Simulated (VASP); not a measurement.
Input of a VASP 6.6.1 run:

File INCAR:

```
SYSTEM = Al2Cu
  PREC = Accurate
  ENCUT = 520
  EDIFF = 1E-6
  ISMEAR = -1
  SIGMA = 0.2
  LREAL = .False.
  LASPH = .True.
  NELM = 80
  ALGO = Normal
  ISIF = 2
  LWAVE = .False.
  LCHARG = .False.
  GGA = PE
  NBANDS = 16
```

KPOINTS

```
regular mesh
0
Gamma
  10 10 14
  0 0 0
```

File POSCAR:

```
Al2Cu
1.0
    4.1051820000      0.0000000000      0.0000000000
    0.0000000000      4.1051820000      0.0000000000
    0.0000000000      0.0000000000      2.8913130000
Al Cu
2 1
Direct
    0.5000000000      0.0000000000      0.5000000000
    0.0000000000      0.5000000000      0.5000000000
    0.0000000000      0.0000000000      0.0000000000
```

Potentials or basis: VASP PAW PBE potentials, release 64 (Al, Cu).

The run is started by

```sh
$ cat potpaw_PBE.64/Al/POTCAR potpaw_PBE.64/Cu/POTCAR > POTCAR
$ mpirun -np 1 vasp_std > vasp.out
```

Question: Predict the band gap on the k mesh.

Answer: Zero (an odd number of electrons rules out a gap without spin polarisation).

Question: Predict the pressure.

Answer: 0.9 GPa.

Stress tensor (GPa, compression positive):
```
1.18 0.00 0.00
0.00 1.18 0.00
0.00 0.00 0.42
```
